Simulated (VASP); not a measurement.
# Na (Pm-3m) in VASP: a series of runs

Na is run at these levels: PBEsol; tasks: relaxation of cell and atoms.

Everything below comes from runs of VASP 6.6.1. Logs are shortened: lines on timing, memory, paths and dates and some standing lists are left out, and cuts for length are marked.

## 1. The cell of the first run

Symmetry: Pm-3m, No. 221, cubic system. Conventional cell: a = 3.510 Å, b = 3.510 Å, c = 3.510 Å, α = 90.00°, β = 90.00°, γ = 90.00°. Na (site symmetry m-3m) has 6 Na at 3.51 Å within 4.6 Å.

This isn't the form of Na at room conditions, which is bcc.

## 2. Relaxation of cell and atoms, PBEsol

File INCAR:

```
ALGO = Normal
EDIFF = 1E-7
EDIFFG = -0.01
ENCUT = 600
GGA = PS
IBRION = 2
ISIF = 3
ISMEAR = 1
LASPH = True
LCHARG = False
LREAL = False
LWAVE = False
NELM = 100
NSW = 80
PREC = Accurate
SIGMA = 0.1
```

File KPOINTS:

```
k-points
0
Gamma
  12 12 12
```

File POSCAR:

```
Na
1.0
    3.5100000000      0.0000000000      0.0000000000
    0.0000000000      3.5100000000      0.0000000000
    0.0000000000      0.0000000000      3.5100000000
Na
1
Direct
    0.0000000000      0.0000000000      0.0000000000
```

Potentials or basis: VASP PAW PBE potentials, release 64 (Na_pv).

Launch:

```
cat potpaw_PBE.64/Na_pv/POTCAR > POTCAR
mpirun -np 1 vasp_std > vasp.out
```

OUTCAR:

```text
EDIFF = 1E-7
   EDIFFG = -0.01
   ENCUT = 600
   GGA = PS
   IBRION = 2
   ISIF = 3
   ISMEAR = 1
   LASPH = True
   LREAL = False
   NELM = 100
   NSW = 80
   PREC = Accurate

 ion  position               nearest neighbor table
   1  0.000  0.000  0.000-

  LATTYP: Found a simple cubic cell.
 ALAT       =     3.5100000000

  Lattice vectors:

 A1 = (   3.5100000000,   0.0000000000,   0.0000000000)
 A2 = (   0.0000000000,   3.5100000000,   0.0000000000)
 A3 = (   0.0000000000,   0.0000000000,   3.5100000000)

Analysis of symmetry for initial positions (statically):
=====================================================================
 Subroutine PRICEL returns:
 Original cell was already a primitive cell.

 Routine SETGRP: Setting up the symmetry group for a
 simple cubic supercell.

 Subroutine GETGRP returns: Found 48 space group operations
 (whereof 48 operations were pure point group operations)
 out of a pool of 48 trial point group operations.

The static configuration has the point symmetry O_h .

Analysis of symmetry for dynamics (positions and initial velocities):
=====================================================================
 Subroutine PRICEL returns:
 Original cell was already a primitive cell.

 Routine SETGRP: Setting up the symmetry group for a
 simple cubic supercell.

 Subroutine GETGRP returns: Found 48 space group operations
 (whereof 48 operations were pure point group operations)
 out of a pool of 48 trial point group operations.

The dynamic configuration has the point symmetry O_h .

 Subroutine INISYM returns: Found 48 space group operations
 (whereof 48 operations are pure point group operations),
 and found     1 'primitive' translations

----------------------------------------------------------------------------------------

                                     Primitive cell

  volume of cell :      43.2436

  direct lattice vectors                    reciprocal lattice vectors
     3.510000000  0.000000000  0.000000000     0.284900285  0.000000000  0.000000000
     0.000000000  3.510000000  0.000000000     0.000000000  0.284900285  0.000000000
     0.000000000  0.000000000  3.510000000     0.000000000  0.000000000  0.284900285

  length of vectors
     3.510000000  3.510000000  3.510000000     0.284900285  0.284900285  0.284900285

  position of ions in fractional coordinates (direct lattice)
     0.000000000  0.000000000  0.000000000

  ion indices of the primitive-cell ions
   primitive index   ion index
                 1           1

----------------------------------------------------------------------------------------

 KPOINTS: k-points

Automatic generation of k-mesh.
 Grid dimensions read from file:
 generate k-points for:   12   12   12

 Generating k-lattice:

  Cartesian coordinates                     Fractional coordinates (reciprocal lattice)
     0.023741690  0.000000000  0.000000000     0.083333333  0.000000000  0.000000000
     0.000000000  0.023741690  0.000000000     0.000000000  0.083333333  0.000000000
     0.000000000  0.000000000  0.023741690     0.000000000  0.000000000  0.083333333

  Length of vectors
     0.023741690  0.023741690  0.023741690

  Shift w.r.t. Gamma in fractional coordinates (k-lattice)
     0.000000000  0.000000000  0.000000000

 Subroutine IBZKPT returns following result:
 ===========================================

 Found     84 irreducible k-points:

 Following reciprocal coordinates:
            Coordinates               Weight
  0.000000  0.000000  0.000000      1.000000
  0.083333  0.000000  0.000000      6.000000
  0.166667  0.000000  0.000000      6.000000
  0.250000  0.000000  0.000000      6.000000
  0.333333  0.000000  0.000000      6.000000
  0.416667  0.000000  0.000000      6.000000
[... 16 lines left out ...]
  0.333333  0.333333  0.000000     12.000000
  0.416667  0.333333  0.000000     24.000000
 [... further k-points ...]
   k-points           NKPTS =     84   k-points in BZ     NKDIM =     84   number of bands    NBANDS=      7
   number of dos      NEDOS =    301   number of ions     NIONS =      1
   total plane-waves  NPLWV =  21952
   dimension x,y,z NGX =    28 NGY =   28 NGZ =   28
   dimension x,y,z NGXF=    56 NGYF=   56 NGZF=   56
   ions per type =               1
   NGX,Y,Z   is equivalent  to a cutoff of  13.26, 13.26, 13.26 a.u.
   NGXF,Y,Z  is equivalent  to a cutoff of  26.52, 26.52, 26.52 a.u.
 SYSTEM =  unknown system
   PREC   = accura    normal or accurate (medium, high low for compatibility)
   ISTART =      0    job   : 0-new  1-cont  2-samecut
   ICHARG =      2    charge: 1-file 2-atom 10-const
   ISPIN  =      1    spin polarized calculation?
   LNONCOLLINEAR =      F non collinear calculations
   LSORBIT =      F    spin-orbit coupling
   LASPH  =      T    aspherical Exc in radial PAW
   ENCUT  =  600.0 eV  44.10 Ry    6.64 a.u.   7.01  7.01  7.01*2*pi/ulx,y,z
   NELM   =    100;   NELMIN=  2; NELMDL= -5     # of ELM steps
   EDIFF  = 0.1E-06   stopping-criterion for ELM
   LREAL  =      F    real-space projection
   EDIFFG = -.1E-01   stopping-criterion for IOM
   NSW    =     80    number of steps for IOM
   IBRION =      2    ionic relax: 0-MD 1-quasi-New 2-CG
   NFREE  =      1    steps in history (QN), initial steepest desc. (CG)
   ISIF   =      3    stress and relaxation
   ISYM   =      2    0-nonsym 1-usesym 2-fastsym
   POTIM  = 0.5000    time-step for ionic-motion
   TEBEG  =    0.0;   TEEND  =   0.0 temperature during run
   PSTRESS=    0.0 pullay stress
   NELECT =       7.0000    total number of electrons
   NUPDOWN=      -1.0000    fix difference up-down
   EMIN   =  10.00;   EMAX   =-10.00  energy-range for DOS
   EFERMI =   0.00;   METHOD = LEGACY
   ISMEAR =     1;   SIGMA  =   0.10  broadening in eV -4-tet -1-fermi 0-gaus
   EFERMI_NEDOS =   21; number of points for ismear=-14 and -15
   IALGO  =     38    algorithm
   IMIX   =      4    mixing-type and parameters
     AMIX     =   0.40;   BMIX     =  1.00
     AMIX_MAG =   1.60;   BMIX_MAG =  1.00
  volume/ion in A,a.u.               =      43.24       291.82
  Fermi-wavevector in a.u.,A,eV,Ry     =   0.892210  1.686032 10.830763  0.796039
  Thomas-Fermi vector in A             =   2.014130
   LORBIT       =      0    0 simple, 1 ext, 2 COOP (PROOUT), +10 PAW based schemes
   GGA     = PS    functional components
   LHFCALC =     F    Hartree Fock is set to
   AEXX    =    0.0000 exact exchange contribution
   IVDW    =     0    specifies the selected vdW correction
   LEPSILON=     F    determine dielectric tensor
   LRPA    =     F    only Hartree local field effects (RPA)
 conjugate gradient relaxation of ions
 non-spin polarized calculation
 Methfessel and Paxton  Order N= 1 SIGMA  =   0.10
  energy-cutoff  :      600.00
  volume of cell :       43.24
 maximum number of plane-waves:      1472
   NGX = 15   NGY = 15   NGZ = 15

--------------------------------------- Ionic step        1  -------------------------------------------

 number of electron       6.9999981 magnetization

 Free energy of the ion-electron system (eV)
  ---------------------------------------------------
  ext. energy  EPLUGINS =         0.00000000
  ---------------------------------------------------
  free energy    TOTEN  =        -1.26942115 eV

  energy without entropy =       -1.26921526  energy(sigma->0) =       -1.26935252

------------------------ aborting loop because EDIFF is reached ----------------------------------------

  FORCE on cell =-STRESS in cart. coord.  units (eV):
  Direction    XX          YY          ZZ          XY          YZ          ZX
  --------------------------------------------------------------------------------------
  -------------------------------------------------------------------------------------
  Total       -0.1530174     -0.1530174     -0.1530174     -0.0000000     -0.0000000     -0.0000000
  in kB       -5.6693063     -5.6693063     -5.6693063     -0.0000000     -0.0000000     -0.0000000
  external PRESSURE =      -5.6693063 kB  Pullay stress =       0.0000000 kB
[... 20 lines left out ...]
  energy  without entropy=       -1.2692152584  energy(sigma->0) =       -1.26935252

--------------------------------------- Ionic step        2  -------------------------------------------

 number of electron       6.9999990 magnetization

 E-fermi :  -0.0337     XC(G=0):  -6.1577

 val. band max:       -0.1038682502   @ k =   0.3333   0.2500   0.2500
 cond. band min:      -0.0198995985   @ k =   0.4167   0.2500   0.0833
 fundamental gap:      0.0839686517
 Fermi energy:        -0.0336529578

 k-point     1 :       0.0000    0.0000    0.0000
  band No.  band energies     occupation
      1     -25.0747      2.00000
      2     -25.0747      2.00000
      3     -25.0747      2.00000
      4      -3.0490      2.00000
      5       7.9123      0.00000
      6       7.9123      0.00000
      7       9.0543      0.00000
[... 297 lines left out ...]
  energy  without entropy=       -1.2775763302  energy(sigma->0) =       -1.27771956

--------------------------------------- Ionic step        4  -------------------------------------------

 number of electron       7.0000007 magnetization

 Free energy of the ion-electron system (eV)
  ---------------------------------------------------
  ext. energy  EPLUGINS =         0.00000000
  ---------------------------------------------------
  free energy    TOTEN  =        -1.27803820 eV

  energy without entropy =       -1.27781813  energy(sigma->0) =       -1.27796484

 E-fermi :   0.2100     XC(G=0):  -6.3917

 val. band max:        0.1381983678   @ k =   0.3333   0.2500   0.2500
 cond. band min:       0.2259688238   @ k =   0.4167   0.2500   0.0833
 fundamental gap:      0.0877704560
 Fermi energy:         0.2100264489

 k-point     1 :       0.0000    0.0000    0.0000
  band No.  band energies     occupation
      1     -24.7758      2.00000
      2     -24.7758      2.00000
      3     -24.7758      2.00000
      4      -2.9913      2.00000
      5       8.5392      0.00000
      6       8.5392      0.00000
      7       9.8881      0.00000
[... 258 lines left out ...]
  FREE ENERGIE OF THE ION-ELECTRON SYSTEM (eV)
  ---------------------------------------------------
  free  energy   TOTEN  =        -1.2780381955 eV

  energy  without entropy=       -1.2778181299  energy(sigma->0) =       -1.27796484

 reached required accuracy - stopping structural energy minimisation
```

Wall time 21 s (1 thread of Intel Xeon 6975P-C (Granite Rapids), shared host); peak memory 0.17 GiB.

What came out:

```yaml
Free_energy: -1.2780 eV
Relaxed_volume: 38.57 Å³/atom
Relaxed_cell: a = 3.379 Å, b = 3.379 Å, c = 3.379 Å, α = 90.00°, β = 90.00°, γ = 90.00°
Space_group_after_relaxing_to_0.1_Å: Pm-3m (No. 221)
Energy_gained_by_relaxing: 8.6 meV/atom
Ionic_steps: 4
Pressure_after_relaxing: 0.0 GPa
Band_gap_on_the_k_mesh: zero (an odd number of electrons rules out a gap without spin polarisation)
```

The path:
| step | energy change (eV) | largest force (eV/Å) | pressure (GPa) | volume (Å³) |
| --- | --- | --- | --- | --- |
| 1 | 0.0000 | 0.0000 | -0.57 | 43.24 |
| 2 | -0.0031 | 0.0000 | -0.48 | 42.29 |
| 3 | -0.0084 | 0.0000 | -0.13 | 39.52 |
| 4 | -0.0086 | 0.0000 | 0.03 | 38.57 |

Final structure:
```cif
data_structure
_symmetry_space_group_name_H-M 'P 1'
_symmetry_Int_Tables_number 1
_cell_length_a 3.3788
_cell_length_b 3.3788
_cell_length_c 3.3788
_cell_angle_alpha 90.000
_cell_angle_beta 90.000
_cell_angle_gamma 90.000
_cell_volume 38.57
loop_
_atom_site_label
_atom_site_type_symbol
_atom_site_fract_x
_atom_site_fract_y
_atom_site_fract_z
_atom_site_occupancy
Na1 Na 0.00000 0.00000 0.00000 1
```

Caveat: the PAW data sets were made with another functional, which shifts forces and pressure a little.

## 3. Relaxation of cell and atoms, PBEsol, target pressure 5 GPa, at which the enthalpy is minimised

File INCAR:

```
ALGO     = Normal         # electronic algorithm
EDIFF    = 1E-7           # SCF threshold, eV
EDIFFG   = -0.01          # ionic threshold
ENCUT    = 600            # plane-wave cutoff, eV
GGA      = PS             # functional
IBRION   = 2              # ionic algorithm
ISIF     = 3              # what is computed and relaxed
ISMEAR   = 1              # smearing method
LASPH    = True           # aspherical terms in the spheres
LCHARG   = False          # write CHGCAR
LREAL    = False          # projectors in reciprocal space
LWAVE    = False          # write WAVECAR
NELM     = 60             # most SCF steps
NSW      = 80             # ionic steps
PREC     = Accurate       # precision mode
PSTRESS  = 50.0         
SIGMA    = 0.1            # smearing width, eV
```

KPOINTS is that of step 2.

POSCAR is that of step 2.

Potentials or basis: VASP PAW PBE potentials, release 64 (Na_pv).

Launch:

```
cat potpaw_PBE.64/Na_pv/POTCAR > POTCAR
mpirun -np 1 vasp_std > vasp.out
```

Run time: 33 s. Hardware: 1 thread of Intel Xeon 6975P-C (Granite Rapids), shared host; peak memory 0.17 GiB.

Results (log left out):

| Item | Value |
| --- | --- |
| Free energy | -1.1355 eV |
| Relaxed volume | 26.42 Å³/atom |
| Relaxed cell | a = 2.978 Å, b = 2.978 Å, c = 2.978 Å, α = 90.00°, β = 90.00°, γ = 90.00° |
| Space group after relaxing (to 0.1 Å) | Pm-3m (No. 221) |
| Energy change on relaxing (the run minimises the enthalpy) | +133.9 meV/atom |
| Ionic steps | 6 |
| Pressure after relaxing | 5.0 GPa |
| Band gap on the k mesh | zero (an odd number of electrons rules out a gap without spin polarisation) |

The path:
```
step  energy change (eV)  largest force (eV/Å)  pressure (GPa)  volume (Å³)
   1              0.0000                0.0000           -0.57        43.24
   2              0.0027                0.0000            0.94        34.50
   3              0.0716                0.0000            3.28        28.87
   4              0.5386                0.0000           15.78        19.50
   5              0.1202                0.0000            4.63        26.88
   6              0.1339                0.0000            5.01        26.42
```

Final structure:
```cif
data_structure
_symmetry_space_group_name_H-M 'P 1'
_symmetry_Int_Tables_number 1
_cell_length_a 2.9785
_cell_length_b 2.9785
_cell_length_c 2.9785
_cell_angle_alpha 90.000
_cell_angle_beta 90.000
_cell_angle_gamma 90.000
_cell_volume 26.42
loop_
_atom_site_label
_atom_site_type_symbol
_atom_site_fract_x
_atom_site_fract_y
_atom_site_fract_z
_atom_site_occupancy
Na1 Na 0.00000 0.00000 0.00000 1
```

Levels at points of the mesh, in eV from the Fermi level:
```tsv
k point	band 1	band 2	band 3	band 4	band 5	band 6	band 7
(0.00, 0.00, 0.00)	-24.87	-24.87	-24.87	-4.06	10.07	10.07	12.54
(0.50, 0.00, 0.00)	-25.04	-24.85	-24.85	-0.12	0.58	13.06	14.84
(0.50, 0.50, 0.00)	-25.01	-25.01	-24.84	3.42	3.94	3.94	5.93
(0.50, 0.50, 0.50)	-24.99	-24.99	-24.99	6.92	6.92	6.92	8.18
```

Caveat: the cell is relaxed towards a set pressure, so the run minimises the enthalpy, not the energy; the volume moved by over 15 % at a fixed basis, so the end points are rough; the PAW data sets were made with another functional, which shifts forces and pressure a little.

## 4. Relaxation of cell and atoms, PBEsol, target pressure 10 GPa, at which the enthalpy is minimised

File INCAR:

```
SYSTEM = Na
  PREC = Accurate
  ENCUT = 600
  EDIFF = 1E-6
  ISMEAR = 1
  SIGMA = 0.1
  LREAL = .FALSE.
  LASPH = .TRUE.
  NELM = 100
  ALGO = Normal
  ISIF = 3
  LWAVE = .FALSE.
  LCHARG = .FALSE.
  GGA = PS
  IBRION = 2
  NSW = 80
  EDIFFG = -0.01
  PSTRESS = 100.0
```

File KPOINTS:

```
Automatic mesh
0
G
  12 12 12
  0 0 0
```

POSCAR is that of step 3.

Launch:

```
cat potpaw_PBE.64/Na_pv/POTCAR > POTCAR
mpirun -np 1 vasp_std > vasp.out
```

Run time: 41 s. Hardware: 1 thread of Intel Xeon 6975P-C (Granite Rapids), shared host; peak memory 0.17 GiB.

It converged, with:

| Item | Value |
| --- | --- |
| Free energy | -0.9453 eV |
| Relaxed volume | 22.21 Å³/atom |
| Relaxed cell | a = 2.811 Å, b = 2.811 Å, c = 2.811 Å, α = 90.00°, β = 90.00°, γ = 90.00° |
| Space group after relaxing (to 0.1 Å) | Pm-3m (No. 221) |
| Energy change on relaxing (the run minimises the enthalpy) | +324.1 meV/atom |
| Ionic steps | 16 |
| Pressure after relaxing | 10.0 GPa |
| Band gap on the k mesh | zero (an odd number of electrons rules out a gap without spin polarisation) |

The path:
| step | energy change (eV) | largest force (eV/Å) | pressure (GPa) | volume (Å³) |
| --- | --- | --- | --- | --- |
| 1 | 0.0000 | 0.0000 | -0.56 | 43.24 |
| 2 | 0.0970 | 0.0000 | 4.01 | 27.74 |
| 3 | 0.2479 | 0.0000 | 7.99 | 23.57 |
| 4 | 0.3356 | 0.0000 | 10.31 | 22.03 |
| 5 | 0.3146 | 0.0000 | 9.62 | 22.37 |
| 6 | 0.3148 | 0.0000 | 9.73 | 22.36 |
| 7 | 0.3153 | 0.0000 | 9.80 | 22.36 |
| 8 | 0.3154 | 0.0000 | 9.79 | 22.36 |
| 9 | 0.3154 | 0.0000 | 9.79 | 22.35 |
| 10 | 0.3155 | 0.0000 | 9.78 | 22.35 |
| 11 | 0.3156 | 0.0000 | 9.78 | 22.35 |
| 12 | 0.3159 | 0.0000 | 9.85 | 22.35 |
| 13 | 0.3164 | 0.0000 | 9.83 | 22.34 |
| 14 | 0.3175 | 0.0000 | 9.86 | 22.32 |
| 15 | 0.3197 | 0.0000 | 9.92 | 22.28 |
| 16 | 0.3241 | 0.0000 | 10.05 | 22.21 |

Final structure:
```
Na
1.0
     2.81109    0.00000    0.00000
     0.00000    2.81109    0.00000
     0.00000    0.00000    2.81109
Na
1
Direct
  0.00000 0.00000 0.00000
```

Levels at points of the mesh, in eV from the Fermi level:
| k point | band 1 | band 2 | band 3 | band 4 | band 5 | band 6 | band 7 |
| --- | --- | --- | --- | --- | --- | --- | --- |
| (0.00, 0.00, 0.00) | -24.90 | -24.90 | -24.90 | -4.51 | 10.94 | 10.94 | 14.10 |
| (0.50, 0.00, 0.00) | -25.18 | -24.88 | -24.88 | -0.17 | 0.80 | 14.29 | 16.28 |
| (0.50, 0.50, 0.00) | -25.14 | -25.14 | -24.86 | 3.47 | 4.49 | 4.49 | 6.96 |
| (0.50, 0.50, 0.50) | -25.10 | -25.10 | -25.10 | 7.41 | 7.41 | 7.41 | 9.41 |

Caveat: the cell is relaxed towards a set pressure, so the run minimises the enthalpy, not the energy; the volume moved by over 15 % at a fixed basis, so the end points are rough; the PAW data sets were made with another functional, which shifts forces and pressure a little.

[end of part 1 of 2]
